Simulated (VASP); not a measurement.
# NaI (P2/m) in VASP: a series of runs

Runs on NaI. Level: PBE+D3(BJ). Tasks: single point.

Everything below comes from runs of VASP 6.6.1. Logs are shortened: lines on timing, memory, paths and dates and some standing lists are left out, and cuts for length are marked.

## Step 1: The cell of the first run

It takes space group P2/m (No. 10, monoclinic). Conventional cell: a = 3.652 Å, b = 4.102 Å, c = 4.437 Å, α = 90.00°, β = 108.01°, γ = 90.00°. Na (site symmetry 2/m) has 8 I at 3.16 to 3.87 Å and 4 Na at 3.65 to 4.10 Å within 4.2 Å. Within 4.2 Å of I (site symmetry 2/m) lie 8 Na at 3.16 to 3.87 Å and 4 I at 3.65 to 4.10 Å.

## Step 2: Single point, PBE+D3(BJ) (engineering shear strain xz -0.2000, normal strain along z -0.0367)

File INCAR:

```
  ALGO = Normal
  EDIFF = 1E-7
  ENCUT = 520
  GGA = PE
  ISIF = 2
  ISMEAR = 0
  IVDW = 12
  LASPH = T
  LCHARG = T
  LELF = T
  LREAL = F
  LVHAR = T
  LWAVE = F
  NBANDS = 22
  NELM = 60
  PREC = Accurate
  SIGMA = 0.05
```

File KPOINTS:

```
k-points
0
Gamma
  6 8 4
```

File POSCAR:

```
NaI
1.0
    4.7722534545      0.0000000000     -0.4772253455
    0.0000000000      4.1018944388      0.0000000000
   -0.6773778383      0.0000000000      6.5251807160
Na I
2 2
Direct
    0.2500000000      0.5000000000      0.2499880837
    0.7500000000      0.5000000000      0.7500119163
    0.2500000000      0.0000000000      0.7499134626
    0.7500000000      0.0000000000      0.2500865374
```

Potentials or basis: VASP PAW PBE potentials, release 64 (Na_pv, I).

On the command line:

```sh
> cat potpaw_PBE.64/Na_pv/POTCAR potpaw_PBE.64/I/POTCAR > POTCAR
> mpirun -np 1 vasp_std > vasp.out
```

OUTCAR:

```text
EDIFF = 1E-7
   ENCUT = 520
   GGA = PE
   ISIF = 2
   ISMEAR = 0
   IVDW = 12
   LASPH = T
   LREAL = F
   NELM = 60
   PREC = Accurate
 IVDW          = 12

 ion  position               nearest neighbor table
   1  0.250  0.500  0.250-   4 3.16   4 3.16   4 3.16   4 3.16
   2  0.750  0.500  0.750-   3 3.16   3 3.16   3 3.16   3 3.16
   3  0.250  0.000  0.750-   2 3.16   2 3.16   2 3.16   2 3.16
   4  0.750  0.000  0.250-   1 3.16   1 3.16   1 3.16   1 3.16

  LATTYP: Found a simple monoclinic cell.
 ALAT       =     4.7960553650
 B/A-ratio  =     0.8552641966
 C/A-ratio  =     1.3678419527
 COS(beta)  =    -0.2017143782

  Lattice vectors:

 A1 = (   4.7722534545,   0.0000000000,  -0.4772253455)
 A2 = (   0.0000000000,   4.1018944388,   0.0000000000)
 A3 = (  -0.6773778383,   0.0000000000,   6.5251807160)

Analysis of symmetry for initial positions (statically):
=====================================================================
 Subroutine PRICEL returns:
 Original cell was already a primitive cell.

 Routine SETGRP: Setting up the symmetry group for a
 simple monoclinic supercell.

 Subroutine GETGRP returns: Found  4 space group operations
 (whereof  4 operations were pure point group operations)
 out of a pool of  4 trial point group operations.

The static configuration has the point symmetry C_2h.

Analysis of symmetry for dynamics (positions and initial velocities):
=====================================================================
 Subroutine PRICEL returns:
 Original cell was already a primitive cell.

 Routine SETGRP: Setting up the symmetry group for a
 simple monoclinic supercell.

 Subroutine GETGRP returns: Found  4 space group operations
 (whereof  4 operations were pure point group operations)
 out of a pool of  4 trial point group operations.

The dynamic configuration has the point symmetry C_2h.

 Subroutine INISYM returns: Found  4 space group operations
 (whereof  4 operations are pure point group operations),
 and found     1 'primitive' translations

----------------------------------------------------------------------------------------

                                     Primitive cell

  volume of cell :     126.4063

  direct lattice vectors                    reciprocal lattice vectors
     4.772253455  0.000000000 -0.477225346     0.211742710  0.000000000  0.021980973
     0.000000000  4.101894439  0.000000000     0.000000000  0.243789794  0.000000000
    -0.677377838  0.000000000  6.525180716     0.015486006  0.000000000  0.154860060

  length of vectors
     4.796055365  4.101894439  6.560245736     0.212880573  0.243789794  0.155632434

  position of ions in fractional coordinates (direct lattice)
     0.250000000  0.500000000  0.249988084
     0.750000000  0.500000000  0.750011916
     0.250000000  0.000000000  0.749913463
     0.750000000  0.000000000  0.250086537

  ion indices of the primitive-cell ions
   primitive index   ion index
                 1           1
                 2           2
                 3           3
                 4           4

----------------------------------------------------------------------------------------

 KPOINTS: k-points

Automatic generation of k-mesh.
 Grid dimensions read from file:
 generate k-points for:    6    8    4

 Generating k-lattice:

  Cartesian coordinates                     Fractional coordinates (reciprocal lattice)
     0.035290452  0.000000000  0.003663495     0.166666667  0.000000000  0.000000000
     0.000000000  0.030473724  0.000000000     0.000000000  0.125000000  0.000000000
     0.003871502  0.000000000  0.038715015     0.000000000  0.000000000  0.250000000

  Length of vectors
     0.035480095  0.030473724  0.038908109

  Shift w.r.t. Gamma in fractional coordinates (k-lattice)
     0.000000000  0.000000000  0.000000000

 Subroutine IBZKPT returns following result:
 ===========================================

 Found     70 irreducible k-points:

 Following reciprocal coordinates:
            Coordinates               Weight
  0.000000  0.000000  0.000000      1.000000
  0.166667  0.000000  0.000000      2.000000
  0.333333  0.000000  0.000000      2.000000
  0.500000  0.000000  0.000000      1.000000
  0.000000  0.125000  0.000000      2.000000
  0.166667  0.125000  0.000000      4.000000
[... 16 lines left out ...]
  0.333333  0.000000  0.250000      2.000000
  0.500000  0.000000  0.250000      2.000000
 [... further k-points ...]
   k-points           NKPTS =     70   k-points in BZ     NKDIM =     70   number of bands    NBANDS=     22
   number of dos      NEDOS =    301   number of ions     NIONS =      4
   total plane-waves  NPLWV =  57600
   dimension x,y,z NGX =    36 NGY =   32 NGZ =   50
   dimension x,y,z NGXF=    72 NGYF=   64 NGZF=  100
   ions per type =               2   2
   NGX,Y,Z   is equivalent  to a cutoff of  12.48, 12.97, 12.67 a.u.
   NGXF,Y,Z  is equivalent  to a cutoff of  24.96, 25.94, 25.34 a.u.
 SYSTEM =  unknown system
   PREC   = accura    normal or accurate (medium, high low for compatibility)
   ISTART =      0    job   : 0-new  1-cont  2-samecut
   ICHARG =      2    charge: 1-file 2-atom 10-const
   ISPIN  =      1    spin polarized calculation?
   LNONCOLLINEAR =      F non collinear calculations
   LSORBIT =      F    spin-orbit coupling
   LASPH  =      T    aspherical Exc in radial PAW
   ENCUT  =  520.0 eV  38.22 Ry    6.18 a.u.   8.92  7.63 12.20*2*pi/ulx,y,z
   NELM   =     60;   NELMIN=  2; NELMDL= -5     # of ELM steps
   EDIFF  = 0.1E-06   stopping-criterion for ELM
   LREAL  =      F    real-space projection
   EDIFFG = 0.1E-05   stopping-criterion for IOM
   NSW    =      0    number of steps for IOM
   IBRION =     -1    ionic relax: 0-MD 1-quasi-New 2-CG
   NFREE  =      0    steps in history (QN), initial steepest desc. (CG)
   ISIF   =      2    stress and relaxation
   ISYM   =      2    0-nonsym 1-usesym 2-fastsym
   POTIM  = 0.5000    time-step for ionic-motion
   TEBEG  =    0.0;   TEEND  =   0.0 temperature during run
   PSTRESS=    0.0 pullay stress
   NELECT =      28.0000    total number of electrons
   NUPDOWN=      -1.0000    fix difference up-down
   EMIN   =  10.00;   EMAX   =-10.00  energy-range for DOS
   EFERMI =   0.00;   METHOD = LEGACY
   ISMEAR =     0;   SIGMA  =   0.05  broadening in eV -4-tet -1-fermi 0-gaus
   EFERMI_NEDOS =   21; number of points for ismear=-14 and -15
   IALGO  =     38    algorithm
   IMIX   =      4    mixing-type and parameters
     AMIX     =   0.40;   BMIX     =  1.00
     AMIX_MAG =   1.60;   BMIX_MAG =  1.00
  volume/ion in A,a.u.               =      31.60       213.26
  Fermi-wavevector in a.u.,A,eV,Ry     =   0.990538  1.871846 13.349579  0.981166
  Thomas-Fermi vector in A             =   2.122216
   LORBIT       =      0    0 simple, 1 ext, 2 COOP (PROOUT), +10 PAW based schemes
   GGA     = PE    functional components
   LHFCALC =     F    Hartree Fock is set to
   AEXX    =    0.0000 exact exchange contribution
   IVDW    =    12    specifies the selected vdW correction
   LEPSILON=     F    determine dielectric tensor
   LRPA    =     F    only Hartree local field effects (RPA)
 non-spin polarized calculation
 Gauss-broadening in eV      SIGMA  =   0.05
  energy-cutoff  :      520.00
  volume of cell :      126.41
 maximum number of plane-waves:      3429
   NGX = 17   NGY = 15   NGZ = 25

 number of electron      28.0000033 magnetization

 Free energy of the ion-electron system (eV)
  ---------------------------------------------------
  ext. energy  EPLUGINS =         0.00000000
  ---------------------------------------------------
  free energy    TOTEN  =        -9.80284893 eV

  energy without entropy =       -9.80284893  energy(sigma->0) =       -9.80284893

 E-fermi :   3.3211     XC(G=0):  -7.9946

 val. band max:        3.0617865403   @ k =   0.0000   0.5000   0.0000
 cond. band min:       4.5262337650   @ k =   0.0000   0.0000   0.0000
 fundamental gap:      1.4644472247
 Fermi energy:         3.3211348719

 k-point     1 :       0.0000    0.0000    0.0000
  band No.  band energies     occupation
      1     -21.4074      2.00000
      2     -21.3857      2.00000
      3     -21.3471      2.00000
      4     -21.3446      2.00000
      5     -21.3427      2.00000
      6     -21.3418      2.00000
[... 14 lines left out ...]
     21      10.3865      0.00000
     22      11.7989      0.00000

 k-point     2 :       0.1667    0.0000    0.0000
  band No.  band energies     occupation
      1     -21.4059      2.00000
      2     -21.3871      2.00000
      3     -21.3468      2.00000
      4     -21.3446      2.00000
      5     -21.3432      2.00000
      6     -21.3425      2.00000
[... 14 lines left out ...]
     21      10.5760      0.00000
     22      11.2491      0.00000

 k-point     3 :       0.3333    0.0000    0.0000
  band No.  band energies     occupation
      1     -21.4020      2.00000
      2     -21.3911      2.00000
      3     -21.3461      2.00000
      4     -21.3449      2.00000
      5     -21.3442      2.00000
      6     -21.3438      2.00000
[... 14 lines left out ...]
     21      10.6162      0.00000
     22      10.8741      0.00000
[... 476 lines left out ...]
 k-point    23 :       0.3333    0.0000    0.2500
  band No.  band energies     occupation
      1     -21.3991      2.00000
      2     -21.3940      2.00000
      3     -21.3457      2.00000
      4     -21.3454      2.00000
      5     -21.3453      2.00000
      6     -21.3427      2.00000
[... 14 lines left out ...]
     21      10.0244      0.00000
     22      11.0052      0.00000

 k-point    24 :       0.5000    0.0000    0.2500
  band No.  band energies     occupation
      1     -21.4041      2.00000
      2     -21.3892      2.00000
      3     -21.3461      2.00000
      4     -21.3458      2.00000
      5     -21.3447      2.00000
      6     -21.3432      2.00000
[... 14 lines left out ...]
     21       9.9308      0.00000
     22      10.4884      0.00000

 [... further k-points ...]

------------------------ aborting loop because EDIFF is reached ----------------------------------------

 Edisp (eV)   -1.08721

 E8    (eV) :    -0.5029

  FORCE on cell =-STRESS in cart. coord.  units (eV):
  Direction    XX          YY          ZZ          XY          YZ          ZX
  --------------------------------------------------------------------------------------
  -------------------------------------------------------------------------------------
  Total       0.80817    -0.24076     2.39160     0.00000     0.00000     3.52529
  in kB      10.24338    -3.05156    30.31314     0.00000     0.00000    44.68246
  external pressure =       12.50 kB  Pullay stress =        0.00 kB

 VOLUME and BASIS-vectors are now :
 -----------------------------------------------------------------------------
  energy-cutoff  :      520.00
  volume of cell :      126.41
      direct lattice vectors                 reciprocal lattice vectors
     4.772253455  0.000000000 -0.477225346     0.211742710  0.000000000  0.021980973
     0.000000000  4.101894439  0.000000000     0.000000000  0.243789794  0.000000000
    -0.677377838  0.000000000  6.525180716     0.015486006  0.000000000  0.154860060

 POSITION                                       TOTAL-FORCE (eV/Angst)
 -----------------------------------------------------------------------------------
      1.02373      2.05095      1.51191        -0.000015      0.000000      0.000129
      3.07115      2.05095      4.53604         0.000015     -0.000000     -0.000129
      0.68509      0.00000      4.77401         0.001500     -0.000000      0.002528
      3.40979      0.00000      1.27394        -0.001500     -0.000000     -0.002528
 -----------------------------------------------------------------------------------
    total drift:                                0.000000      0.000000     -0.000000

  FREE ENERGIE OF THE ION-ELECTRON SYSTEM (eV)
  ---------------------------------------------------
  free  energy   TOTEN  =       -10.8900581562 eV

  energy  without entropy=      -10.8900581562  energy(sigma->0) =      -10.89005816
```

It took 4 min on 1 thread of Intel Xeon 8259CL, shared host; peak memory 0.34 GiB.

What came out:

```
Free energy                : -10.8901 eV
Pressure                   : 1.3 GPa
Band gap on the k mesh     : 1.46 eV
Dispersion energy per atom : -0.272 eV
```

Forces in eV/Å, atoms in the order of the input:
```
Na   0.000  0.000  0.000
Na   0.000  0.000  0.000
I    0.002  0.000  0.003
I   -0.002  0.000 -0.003
```

Caveat: the cell differs from its parent crystal (engineering shear strain xz -0.2000, normal strain along z -0.0367); spin-orbit coupling is left out, which moves the levels of the heavy elements.

(Part 1 of 2 ends here.)
